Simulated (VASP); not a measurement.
# ScNi3Ir (Pm-3m) in VASP: notebook

ScNi3Ir is run at these levels: PBE; tasks: single point, relaxation of cell and atoms.

All numbers are computed with VASP 6.6.1; they aren't measurements. Logs are shortened: lines on timing, memory, paths and dates and some standing lists are left out, and cuts for length are marked.

### 1 The cell of the first run

Symmetry: Pm-3m, No. 221, cubic system. Conventional cell: a = 4.505 Å, b = 4.505 Å, c = 4.505 Å, α = 90.00°, β = 90.00°, γ = 90.00°. Sc (site symmetry m-3m) has 12 Ni at 3.19 Å and 8 Ir at 3.90 Å within 4.2 Å. Ni (site symmetry 4/mmm) has 2 Ir at 2.25 Å within 3.0 Å. Ir (site symmetry m-3m) has 6 Ni at 2.25 Å within 3.0 Å.

### 2 Single point, PBE

INCAR

```
SYSTEM = ScNi3Ir
PREC = Accurate
ENCUT = 520
EDIFF = 1E-6
ISMEAR = 0
SIGMA = 0.1
LREAL = .FALSE.
LASPH = .TRUE.
NELM = 80
ALGO = Normal
ISIF = 2
LWAVE = .FALSE.
LCHARG = .FALSE.
GGA = PE
NBANDS = 33
```

KPOINTS

```
Automatic mesh
0
G
  4 4 4
  0 0 0
```

POSCAR

```
ScNi3Ir
1.0
    4.5047740317      0.0000000000      0.0000000000
    0.0000000000      4.5047740317      0.0000000000
    0.0000000000      0.0000000000      4.5047740317
Sc Ni Ir
1 3 1
Direct
    0.0000000000      0.0000000000      0.0000000000
    0.0000000000      0.5000000000      0.5000000000
    0.5000000000      0.0000000000      0.5000000000
    0.5000000000      0.5000000000      0.0000000000
    0.5000000000      0.5000000000      0.5000000000
```

Potentials or basis: VASP PAW PBE potentials, release 64 (Sc_sv, Ni, Ir).

Started as:

```sh
$ cat potpaw_PBE.64/Sc_sv/POTCAR potpaw_PBE.64/Ni/POTCAR potpaw_PBE.64/Ir/POTCAR > POTCAR
$ mpirun -np 1 vasp_std > vasp.out
```

OUTCAR:

```text
SYSTEM = ScNi3Ir
   PREC = Accurate
   ENCUT = 520
   EDIFF = 1E-6
   ISMEAR = 0
   LREAL = .FALSE.
   LASPH = .TRUE.
   NELM = 80
   ISIF = 2
   GGA = PE

 ion  position               nearest neighbor table
   1  0.000  0.000  0.000-   2 3.19   3 3.19   4 3.19   2 3.19   3 3.19   2 3.19   4 3.19   2 3.19
                             3 3.19   4 3.19   3 3.19   4 3.19
   2  0.000  0.500  0.500-   5 2.25   5 2.25   1 3.19   1 3.19   1 3.19   1 3.19
   3  0.500  0.000  0.500-   5 2.25   5 2.25   1 3.19   1 3.19   1 3.19   1 3.19
   4  0.500  0.500  0.000-   5 2.25   5 2.25   1 3.19   1 3.19   1 3.19   1 3.19
   5  0.500  0.500  0.500-   2 2.25   3 2.25   4 2.25   4 2.25   3 2.25   2 2.25

  LATTYP: Found a simple cubic cell.
 ALAT       =     4.5047740317

  Lattice vectors:

 A1 = (   4.5047740317,   0.0000000000,   0.0000000000)
 A2 = (   0.0000000000,   4.5047740317,   0.0000000000)
 A3 = (   0.0000000000,   0.0000000000,   4.5047740317)

Analysis of symmetry for initial positions (statically):
=====================================================================
 Subroutine PRICEL returns:
 Original cell was already a primitive cell.

 Routine SETGRP: Setting up the symmetry group for a
 simple cubic supercell.

 Subroutine GETGRP returns: Found 48 space group operations
 (whereof 48 operations were pure point group operations)
 out of a pool of 48 trial point group operations.

The static configuration has the point symmetry O_h .

Analysis of symmetry for dynamics (positions and initial velocities):
=====================================================================
 Subroutine PRICEL returns:
 Original cell was already a primitive cell.

 Routine SETGRP: Setting up the symmetry group for a
 simple cubic supercell.

 Subroutine GETGRP returns: Found 48 space group operations
 (whereof 48 operations were pure point group operations)
 out of a pool of 48 trial point group operations.

The dynamic configuration has the point symmetry O_h .

 Subroutine INISYM returns: Found 48 space group operations
 (whereof 48 operations are pure point group operations),
 and found     1 'primitive' translations

----------------------------------------------------------------------------------------

                                     Primitive cell

  volume of cell :      91.4153

  direct lattice vectors                    reciprocal lattice vectors
     4.504774032  0.000000000  0.000000000     0.221986717  0.000000000  0.000000000
     0.000000000  4.504774032  0.000000000     0.000000000  0.221986717  0.000000000
     0.000000000  0.000000000  4.504774032     0.000000000  0.000000000  0.221986717

  length of vectors
     4.504774032  4.504774032  4.504774032     0.221986717  0.221986717  0.221986717

  position of ions in fractional coordinates (direct lattice)
     0.000000000  0.000000000  0.000000000
     0.000000000  0.500000000  0.500000000
     0.500000000  0.000000000  0.500000000
     0.500000000  0.500000000  0.000000000
     0.500000000  0.500000000  0.500000000

  ion indices of the primitive-cell ions
   primitive index   ion index
                 1           1
                 2           2
                 3           3
                 4           4
                 5           5

----------------------------------------------------------------------------------------

 KPOINTS: Automatic mesh

Automatic generation of k-mesh.
 Grid dimensions read from file:
 generate k-points for:    4    4    4

 Generating k-lattice:

  Cartesian coordinates                     Fractional coordinates (reciprocal lattice)
     0.055496679  0.000000000  0.000000000     0.250000000  0.000000000  0.000000000
     0.000000000  0.055496679  0.000000000     0.000000000  0.250000000  0.000000000
     0.000000000  0.000000000  0.055496679     0.000000000  0.000000000  0.250000000

  Length of vectors
     0.055496679  0.055496679  0.055496679

  Shift w.r.t. Gamma in fractional coordinates (k-lattice)
     0.000000000  0.000000000  0.000000000

 Subroutine IBZKPT returns following result:
 ===========================================

 Found     10 irreducible k-points:

 Following reciprocal coordinates:
            Coordinates               Weight
  0.000000  0.000000  0.000000      1.000000
  0.250000  0.000000  0.000000      6.000000
  0.500000  0.000000  0.000000      3.000000
  0.250000  0.250000  0.000000     12.000000
  0.500000  0.250000  0.000000     12.000000
  0.500000  0.500000  0.000000      3.000000
  0.250000  0.250000  0.250000      8.000000
  0.500000  0.250000  0.250000     12.000000
  0.500000  0.500000  0.250000      6.000000
  0.500000  0.500000  0.500000      1.000000
   k-points           NKPTS =     10   k-points in BZ     NKDIM =     10   number of bands    NBANDS=     33
   number of dos      NEDOS =    301   number of ions     NIONS =      5
   total plane-waves  NPLWV =  46656
   dimension x,y,z NGX =    36 NGY =   36 NGZ =   36
   dimension x,y,z NGXF=    72 NGYF=   72 NGZF=   72
   ions per type =               1   3   1
   NGX,Y,Z   is equivalent  to a cutoff of  13.29, 13.29, 13.29 a.u.
   NGXF,Y,Z  is equivalent  to a cutoff of  26.57, 26.57, 26.57 a.u.
 SYSTEM =  ScNi3Ir
   PREC   = accura    normal or accurate (medium, high low for compatibility)
   ISTART =      0    job   : 0-new  1-cont  2-samecut
   ICHARG =      2    charge: 1-file 2-atom 10-const
   ISPIN  =      1    spin polarized calculation?
   LNONCOLLINEAR =      F non collinear calculations
   LSORBIT =      F    spin-orbit coupling
   LASPH  =      T    aspherical Exc in radial PAW
   ENCUT  =  520.0 eV  38.22 Ry    6.18 a.u.   8.38  8.38  8.38*2*pi/ulx,y,z
   NELM   =     80;   NELMIN=  2; NELMDL= -5     # of ELM steps
   EDIFF  = 0.1E-05   stopping-criterion for ELM
   LREAL  =      F    real-space projection
   EDIFFG = 0.1E-04   stopping-criterion for IOM
   NSW    =      0    number of steps for IOM
   IBRION =     -1    ionic relax: 0-MD 1-quasi-New 2-CG
   NFREE  =      0    steps in history (QN), initial steepest desc. (CG)
   ISIF   =      2    stress and relaxation
   ISYM   =      2    0-nonsym 1-usesym 2-fastsym
   POTIM  = 0.5000    time-step for ionic-motion
   TEBEG  =    0.0;   TEEND  =   0.0 temperature during run
   PSTRESS=    0.0 pullay stress
   NELECT =      50.0000    total number of electrons
   NUPDOWN=      -1.0000    fix difference up-down
   EMIN   =  10.00;   EMAX   =-10.00  energy-range for DOS
   EFERMI =   0.00;   METHOD = LEGACY
   ISMEAR =     0;   SIGMA  =   0.10  broadening in eV -4-tet -1-fermi 0-gaus
   EFERMI_NEDOS =   21; number of points for ismear=-14 and -15
   IALGO  =     38    algorithm
   IMIX   =      4    mixing-type and parameters
     AMIX     =   0.40;   BMIX     =  1.00
     AMIX_MAG =   1.60;   BMIX_MAG =  1.00
  volume/ion in A,a.u.               =      18.28       123.38
  Fermi-wavevector in a.u.,A,eV,Ry     =   1.338829  2.530020 24.387946  1.792463
  Thomas-Fermi vector in A             =   2.467269
   LORBIT       =      0    0 simple, 1 ext, 2 COOP (PROOUT), +10 PAW based schemes
   GGA     = PE    functional components
   LHFCALC =     F    Hartree Fock is set to
   AEXX    =    0.0000 exact exchange contribution
   IVDW    =     0    specifies the selected vdW correction
   LEPSILON=     F    determine dielectric tensor
   LRPA    =     F    only Hartree local field effects (RPA)
 non-spin polarized calculation
 Gauss-broadening in eV      SIGMA  =   0.10
  energy-cutoff  :      520.00
  volume of cell :       91.42
 maximum number of plane-waves:      2517
 NGX is ok and might be reduce to    36
   NGX = 17   NGY = 17   NGZ = 17

 number of electron      49.9999983 magnetization

 Free energy of the ion-electron system (eV)
  ---------------------------------------------------
  ext. energy  EPLUGINS =         0.00000000
  ---------------------------------------------------
  free energy    TOTEN  =       -28.22874636 eV

  energy without entropy =      -28.17039625  energy(sigma->0) =      -28.19957131

 E-fermi :   5.2601     XC(G=0): -10.8204

 val. band max:        5.2463642698   @ k =   0.2500   0.0000   0.0000
 cond. band min:       5.2720039645   @ k =   0.2500   0.0000   0.0000
 fundamental gap:      0.0256396947
 Fermi energy:         5.2601310264

 k-point     1 :       0.0000    0.0000    0.0000
  band No.  band energies     occupation
      1     -45.6486      2.00000
      2     -24.1957      2.00000
      3     -24.1957      2.00000
      4     -24.1957      2.00000
      5      -2.2018      2.00000
      6      -0.3889      2.00000
[... 25 lines left out ...]
     32       6.8487      0.00000
     33       6.8487      0.00000

 k-point     2 :       0.2500    0.0000    0.0000
  band No.  band energies     occupation
      1     -45.6485      2.00000
      2     -24.1984      2.00000
      3     -24.1955      2.00000
      4     -24.1955      2.00000
      5      -1.7748      2.00000
      6      -0.3596      2.00000
[... 25 lines left out ...]
     32       7.8793      0.00000
     33       7.8793      0.00000

 k-point     3 :       0.5000    0.0000    0.0000
  band No.  band energies     occupation
      1     -45.6484      2.00000
      2     -24.2012      2.00000
      3     -24.1954      2.00000
      4     -24.1954      2.00000
      5      -1.2611      2.00000
      6      -0.3305      2.00000
[... 25 lines left out ...]
     32       9.3955      0.00000
     33       9.3955      0.00000

 k-point     4 :       0.2500    0.2500    0.0000
  band No.  band energies     occupation
      1     -45.6484      2.00000
      2     -24.1983      2.00000
      3     -24.1981      2.00000
      4     -24.1954      2.00000
      5      -1.3483      2.00000
      6      -0.0662      2.00000
[... 169 lines left out ...]
     32       6.8622      0.00000
     33       8.4409      0.00000

 k-point     9 :       0.5000    0.5000    0.2500
  band No.  band energies     occupation
      1     -45.6481      2.00000
      2     -24.2002      2.00000
      3     -24.2002      2.00000
      4     -24.1975      2.00000
      5       0.1238      2.00000
      6       1.1995      2.00000
[... 25 lines left out ...]
     32       6.7637      0.00000
     33       7.4230      0.00000

 k-point    10 :       0.5000    0.5000    0.5000
  band No.  band energies     occupation
      1     -45.6481      2.00000
      2     -24.1999      2.00000
      3     -24.1999      2.00000
      4     -24.1999      2.00000
      5       1.5291      2.00000
      6       1.5291      2.00000
[... 25 lines left out ...]
     32       7.0228      0.00000
     33       7.0228      0.00000

------------------------ aborting loop because EDIFF is reached ----------------------------------------

  FORCE on cell =-STRESS in cart. coord.  units (eV):
  Direction    XX          YY          ZZ          XY          YZ          ZX
  --------------------------------------------------------------------------------------
  -------------------------------------------------------------------------------------
  Total        0.0553031      0.0553031      0.0553031     -0.0000000     -0.0000000     -0.0000000
  in kB        0.9692613      0.9692613      0.9692613     -0.0000000     -0.0000000     -0.0000000
  external PRESSURE =       0.9692613 kB  Pullay stress =       0.0000000 kB

 VOLUME and BASIS-vectors are now :
 -----------------------------------------------------------------------------
  energy-cutoff  :      520.00
  volume of cell :       91.42
      direct lattice vectors                 reciprocal lattice vectors
     4.504774032  0.000000000  0.000000000     0.221986717  0.000000000  0.000000000
     0.000000000  4.504774032  0.000000000     0.000000000  0.221986717  0.000000000
     0.000000000  0.000000000  4.504774032     0.000000000  0.000000000  0.221986717

 POSITION                                       TOTAL-FORCE (eV/Angst)
 -----------------------------------------------------------------------------------
      0.00000      0.00000      0.00000         0.000000      0.000000      0.000000
      0.00000      2.25239      2.25239         0.000000      0.000000      0.000000
      2.25239      0.00000      2.25239         0.000000      0.000000      0.000000
      2.25239      2.25239      0.00000         0.000000      0.000000      0.000000
      2.25239      2.25239      2.25239         0.000000      0.000000      0.000000
 -----------------------------------------------------------------------------------
    total drift:                                0.000000      0.000000      0.000000

  FREE ENERGIE OF THE ION-ELECTRON SYSTEM (eV)
  ---------------------------------------------------
  free  energy   TOTEN  =       -28.2287463591 eV

  energy  without entropy=      -28.1703962509  energy(sigma->0) =      -28.19957131
```

Wall time 25 s (1 thread of Intel Xeon Platinum 8488C (Sapphire Rapids), shared host); peak memory 0.22 GiB.

Results:

- Free energy: -28.2287 eV
- Pressure: 0.1 GPa
- Band gap on the k mesh: zero (band 25 reaches 5.88 eV, above the bottom of band 26 at 5.02 eV)

Levels at points of the mesh, in eV from the Fermi level:
| k point | band 23 | band 24 | band 25 | band 26 | band 27 | band 28 |
| --- | --- | --- | --- | --- | --- | --- |
| (0.00, 0.00, 0.00) | 0.62 | 0.62 | 0.62 | 0.71 | 0.71 | 0.71 |
| (0.50, 0.00, 0.00) | -0.03 | -0.03 | 0.07 | 0.34 | 0.34 | 0.61 |
| (0.50, 0.50, 0.00) | -0.94 | -0.54 | -0.54 | -0.09 | -0.09 | 0.05 |
| (0.50, 0.50, 0.50) | -0.86 | -0.86 | -0.86 | -0.24 | -0.24 | -0.24 |

Caveat: spin-orbit coupling is left out, which moves the levels of the heavy elements.

### 3 Relaxation of cell and atoms, PBE

This run uses another cell than the first one, of 11.74 Å³/atom, 0.642 times its volume.

INCAR

```
  ALGO = Normal
  EDIFF = 1E-7
  EDIFFG = -0.04
  ENCUT = 600
  GGA = PE
  IBRION = 2
  ISIF = 3
  ISMEAR = 0
  LASPH = True
  LCHARG = False
  LREAL = False
  LWAVE = False
  NELM = 100
  NSW = 90
  PREC = Accurate
  SIGMA = 0.1
```

KPOINTS

```
k-points
0
Gamma
  4 4 4
```

Changes to POSCAR since step 2:

```diff
@@ -2,5 +2,5 @@
 1.0
-    4.5047740317      0.0000000000      0.0000000000
-    0.0000000000      4.5047740317      0.0000000000
-    0.0000000000      0.0000000000      4.5047740317
+    3.8859229150      0.0000000000      0.0000000000
+    0.0000000000      3.8859229150      0.0000000000
+    0.0000000000      0.0000000000      3.8859229150
 Sc Ni Ir
```

Potentials or basis: VASP PAW PBE potentials, release 64 (Sc_sv, Ni, Ir).

Started as:

```sh
$ cat potpaw_PBE.64/Sc_sv/POTCAR potpaw_PBE.64/Ni/POTCAR potpaw_PBE.64/Ir/POTCAR > POTCAR
$ mpirun -np 1 vasp_std > vasp.out
```

It took 2.3 min on 1 thread of Intel Xeon Platinum 8488C (Sapphire Rapids), shared host; peak memory 0.2 GiB.

The run converged. Its results:

```yaml
Free_energy: -28.2157 eV
Relaxed_volume: 18.25 Å³/atom
Relaxed_cell: a = 4.502 Å, b = 4.502 Å, c = 4.502 Å, α = 90.00°, β = 90.00°, γ = 90.00°
Space_group_after_relaxing_to_0.05_Å: Pm-3m (No. 221)
Energy_gained_by_relaxing: 1820.6 meV/atom
Ionic_steps: 5
Pressure_after_relaxing: 0.2 GPa
Band_gap_on_the_k_mesh: zero (band 25 reaches 5.91 eV, above the bottom of band 26 at 5.04 eV)
```

The path:
```csv
step,energy change (eV),largest force (eV/Å),pressure (GPa),volume (Å³)
1,0.0000,0.0000,130.69,58.68
2,-0.3533,0.0000,-15.45,183.31
3,-8.9537,0.0000,-6.86,97.96
4,-9.0720,0.0000,-3.34,94.29
5,-9.1031,0.0000,0.20,91.24
```

Final structure:
```yaml
crystal:
  lattice:
    - [4.50197, 0.00000, 0.00000]
    - [0.00000, 4.50197, 0.00000]
    - [0.00000, 0.00000, 4.50197]
  atoms:
    - { symbol: Sc, position: [0.00000, 0.00000, 0.00000] }
    - { symbol: Ni, position: [0.00000, 0.50000, 0.50000] }
    - { symbol: Ni, position: [0.50000, 0.00000, 0.50000] }
    - { symbol: Ni, position: [0.50000, 0.50000, 0.00000] }
    - { symbol: Ir, position: [0.50000, 0.50000, 0.50000] }
```

Levels at points of the mesh, in eV from the Fermi level:
```
           k point  band 21  band 22  band 23  band 24  band 25  band 26  band 27  band 28  band 29  band 30
(0.00, 0.00, 0.00)    -0.05    -0.05     0.63     0.63     0.63     0.71     0.71     0.71     1.59     1.59
(0.50, 0.00, 0.00)    -0.99    -0.84    -0.03    -0.03     0.07     0.34     0.34     0.61     0.71     1.37
(0.50, 0.50, 0.00)    -1.04    -0.95    -0.94    -0.54    -0.54    -0.09    -0.09     0.05     0.97     0.97
(0.50, 0.50, 0.50)    -1.06    -1.06    -0.86    -0.86    -0.86    -0.24    -0.24    -0.24     1.61     1.61
```

Caveat: the k points lie up to 0.35 Å⁻¹ apart in the final cell; the volume moved by over 15 % at a fixed basis, so the end points are rough; spin-orbit coupling is left out, which moves the levels of the heavy elements. Spin polarisation is off, so any magnetic state and its effect on volume and gap are missing.
